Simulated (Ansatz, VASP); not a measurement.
HfN: VASP beside Ansatz

```
CELL_PARAMETERS angstrom
0.00000 2.31462 2.31462
2.31462 0.00000 2.31462
2.31462 2.31462 0.00000
ATOMIC_POSITIONS crystal
Hf 0.00000 0.00000 0.00000
N 0.50000 0.50000 0.50000
```

Alike in both runs: task single point; functional LDA; k mesh 11 × 11 × 11; no spin polarisation.

|  | VASP | Ansatz |
| --- | --- | --- |
| version | VASP 6.6.1 | Ansatz 0.2.0 |
| potentials or method | VASP PAW LDA potentials, release 64 (Hf_pv, N), cutoff 600 eV | plane waves, PAW |
| occupations | fermi-dirac, width 0.1 eV | fermi-dirac |
| valence electrons in the cell | 15 | 31 |

```tsv
	VASP	Ansatz	Ansatz less VASP
pressure (GPa)	-26.7	-25.4	+1.26
```

LDA's correlation is that of Perdew and Zunger in VASP and of Perdew and Wang (1992) in Ansatz. VASP's potentials hold 15 valence electrons a cell and Ansatz's 31, so a difference there can come from the potentials and not from the codes.

Spin-orbit coupling is off throughout.
